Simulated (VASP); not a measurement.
Set up this calculation in VASP 6.6.1, as the native input.

```
Task                   : relaxation of cell and atoms
Functional             : PBE
Potentials or basis    : VASP PAW PBE potentials, release 64 (Sc_sv)
Cutoff                 : 600 eV
k mesh                 : 6 × 6 × 6
Occupations            : gaussian, width 0.1 eV
Spin                   : no spin polarisation
Dipole correction      : no
Further INCAR settings : ALGO = Fast; EDIFF = 1e-06; IBRION = 2; EDIFFG = -0.04; NSW = 90; ISIF = 3
```

The structure of Sc lies in POSCAR:

```
Sc
1.0
    2.0115675134      1.1613790454      3.7302107806
   -2.0115675134      1.1613790454      3.7302107806
    0.0000000000     -2.3227580907      3.7302107806
Sc
2
Direct
    0.2275400000      0.2275400000      0.2275400000
    0.7724600000      0.7724600000      0.7724600000
```

One way to write it, as run:

INCAR

```
SYSTEM = Sc
PREC = Accurate ; ENCUT = 600
EDIFF = 1E-6 ; ISMEAR = 0
SIGMA = 0.1 ; LREAL = .FALSE.
LASPH = .TRUE. ; NELM = 80
ALGO = Fast ; ISIF = 3
LWAVE = .FALSE. ; LCHARG = .FALSE.
GGA = PE ; IBRION = 2
NSW = 90 ; EDIFFG = -0.04
```

KPOINTS

```
regular mesh
0
G
  6 6 6
  0 0 0
```

Potentials or basis: VASP PAW PBE potentials, release 64 (Sc_sv).

Launch:

```sh
$ cat potpaw_PBE.64/Sc_sv/POTCAR > POTCAR
$ mpirun -np 1 vasp_std > vasp.out
```

Results of the run:

```yaml
Relaxed_volume: 24.65 Å³/atom
Relaxed_cell: a = 5.685 Å, b = 5.685 Å, c = 5.685 Å, α = 33.30°, β = 33.30°, γ = 33.30°
Space_group_after_relaxing_to_0.05_Å: Fm-3m (No. 225)
Energy_gained_by_relaxing: 1024.0 meV/atom
Ionic_steps: 33
Pressure_after_relaxing: 0.1 GPa
Band_gap_on_the_k_mesh: zero (band 11 reaches 4.45 eV, above the bottom of band 12 at 3.42 eV)
```

Run time: 15 min on 1 thread of Intel(R) Xeon(R) Platinum 8259CL CPU @ 2.50GHz (Skylake/Cascade Lake) (shared host), peak memory 0.24 GiB.
